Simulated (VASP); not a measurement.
# Cd (P6_3/mmc) in VASP: a series of runs, part 2 of 2

VASP 6.6.1. The steps go on from the part before.

## Step 3: Single point, r2SCAN

POSCAR reads:

```
Cd
1.0
    2.9887546674      0.0000000000      0.0000000000
   -1.4943773337      2.5883374676      0.0000000000
    0.0000000000      0.0000000000      5.6259811309
Cd
2
Direct
    0.3333333333      0.6666666667      0.2500000000
    0.6666666667      0.3333333333      0.7500000000
```

INCAR.step1 reads:

```
ALGO = Normal ; EDIFF = 1E-4
ENCUT = 520 ; GGA = PE
ISMEAR = -1 ; LASPH = T
LCHARG = F ; LREAL = F
LWAVE = T ; NBANDS = 19
NELM = 60 ; PREC = Accurate
SIGMA = 0.08
```

INCAR.step2 reads:

```
ALGO = Normal ; EDIFF = 1E-6
ENCUT = 520 ; ISIF = 2
ISMEAR = -1 ; ISTART = 1
LASPH = T ; LCHARG = F
LMIXTAU = T ; LREAL = F
LWAVE = F ; METAGGA = R2SCAN
NBANDS = 19 ; NELM = 60
PREC = Accurate ; SIGMA = 0.08
```

KPOINTS reads:

```
k-points
0
Gamma
  16 16 8
```

Potentials or basis: VASP PAW PBE potentials, release 64 (Cd).

On the command line:

```console
$ cat potpaw_PBE.64/Cd/POTCAR > POTCAR
$ cp INCAR.step1 INCAR
$ mpirun -np 1 vasp_std > vasp.out
$ cp INCAR.step2 INCAR
$ mpirun -np 1 vasp_std > vasp.out
```

OUTCAR:

```text
EDIFF = 1E-6
   ENCUT = 520
   ISIF = 2
   ISMEAR = -1
   ISTART = 1
   LASPH = T
   LREAL = F
   METAGGA = R2SCAN
   NELM = 60
   PREC = Accurate

 ion  position               nearest neighbor table
   1  0.333  0.667  0.250-   2 3.30   2 3.30   2 3.30   2 3.30   2 3.30   2 3.30
   2  0.667  0.333  0.750-   1 3.30   1 3.30   1 3.30   1 3.30   1 3.30   1 3.30

  LATTYP: Found a hexagonal cell.
 ALAT       =     2.9887546674
 C/A-ratio  =     1.8823830515

  Lattice vectors:

 A1 = (   2.9887546674,   0.0000000000,   0.0000000000)
 A2 = (  -1.4943773337,   2.5883374676,   0.0000000000)
 A3 = (   0.0000000000,   0.0000000000,   5.6259811309)

Analysis of symmetry for initial positions (statically):
=====================================================================
 Subroutine PRICEL returns:
 Original cell was already a primitive cell.

 Routine SETGRP: Setting up the symmetry group for a
 hexagonal supercell.

 Subroutine GETGRP returns: Found 24 space group operations
 (whereof 12 operations were pure point group operations)
 out of a pool of 24 trial point group operations.

[... 157 lines left out ...]
  ---------------------------------------------------
  ext. energy  EPLUGINS =         0.00000000
  ---------------------------------------------------
  free energy    TOTEN  =       -40.20403100 eV

  energy without entropy =      -40.19649313  energy(sigma->0) =      -40.20026206

 E-fermi :   2.9026     XC(G=0): -11.7621

 val. band max:        2.8399186345   @ k =   0.3125   0.1250   0.0000
 cond. band min:       2.9283607209   @ k =   0.3750   0.0625   0.0000
 fundamental gap:      0.0884420865
 Fermi energy:         2.9026305506

 k-point     1 :       0.0000    0.0000    0.0000
  band No.  band energies     occupation
      1      -7.4572      2.00000
      2      -7.1779      2.00000
      3      -6.7912      2.00000
      4      -6.7912      2.00000
      5      -6.7393      2.00000
      6      -6.7393      2.00000
[... 505 lines left out ...]
      6      -6.4986      2.00000
[... 11 lines left out ...]
     18      12.6956      0.00000
     19      13.7720      0.00000

 [... further k-points ...]
[... 5 lines left out ...]
  --------------------------------------------------------------------------------------
  -------------------------------------------------------------------------------------
  Total        0.1153386      0.1153386      0.0522872      0.0000000     -0.0000000      0.0000000
  in kB        4.2459593      4.2459593      1.9248483      0.0000000     -0.0000000      0.0000000
  external PRESSURE =       3.4722556 kB  Pullay stress =       0.0000000 kB

 VOLUME and BASIS-vectors are now :
 -----------------------------------------------------------------------------
  energy-cutoff  :      520.00
  volume of cell :       43.52
      direct lattice vectors                 reciprocal lattice vectors
     2.988754667  0.000000000  0.000000000     0.334587516  0.193174192  0.000000000
    -1.494377334  2.588337468  0.000000000     0.000000000  0.386348385  0.000000000
     0.000000000  0.000000000  5.625981131     0.000000000  0.000000000  0.177746775

 POSITION                                       TOTAL-FORCE (eV/Angst)
 -----------------------------------------------------------------------------------
     -0.00000      1.72556      1.40650         0.000000     -0.000000      0.000000
      1.49438      0.86278      4.21949        -0.000000      0.000000      0.000000
 -----------------------------------------------------------------------------------
    total drift:                               -0.000000      0.000000      0.000000

  FREE ENERGIE OF THE ION-ELECTRON SYSTEM (eV)
  ---------------------------------------------------
  free  energy   TOTEN  =       -40.2040309960 eV

  energy  without entropy=      -40.1964931252  energy(sigma->0) =      -40.20026206
```

OUTCAR.step1:

```text
EDIFF = 1E-4
   ENCUT = 520
   GGA = PE
   ISMEAR = -1
   LASPH = T
   LREAL = F
[... 750 lines left out ...]
 -----------------------------------------------------------------------------------
     -0.00000      1.72556      1.40650         0.000000     -0.000000      0.000000
      1.49438      0.86278      4.21949        -0.000000      0.000000     -0.000000
 -----------------------------------------------------------------------------------
    total drift:                               -0.000000      0.000000      0.000000

  FREE ENERGIE OF THE ION-ELECTRON SYSTEM (eV)
  ---------------------------------------------------
  free  energy   TOTEN  =        -1.4836635268 eV

  energy  without entropy=       -1.4749311206  energy(sigma->0) =       -1.47929732
```

It took 1.9 min on 1 thread of Intel Xeon 6975P-C (Granite Rapids), shared host; peak memory 0.23 GiB.

Results:

```
Free energy            : -40.2040 eV
Pressure               : 0.3 GPa
Band gap on the k mesh : zero (band 12 reaches 3.82 eV, above the bottom of band 13 at -0.17 eV)
```

Levels at points of the mesh, in eV from the Fermi level:
```
           k point  band 8  band 9  band 10  band 11  band 12  band 13  band 14  band 15  band 16  band 17
(0.00, 0.00, 0.00)   -9.18   -9.18    -8.93    -8.93    -3.18    -3.07    11.00    15.03    15.46    15.53
(0.50, 0.00, 0.00)   -8.97   -8.65    -8.62    -2.44    -1.93     2.06     3.19     3.34     5.49     8.78
(0.00, 0.00, 0.50)   -9.04   -9.04    -9.04    -7.63    -7.63     3.88     3.88    15.36    15.36    16.52
(0.50, 0.00, 0.50)   -8.94   -8.63    -8.63    -1.64    -1.64     0.14     0.14     8.51     8.51    10.46
```

Caveat: the PAW data sets were made with another functional, which shifts forces and pressure a little.
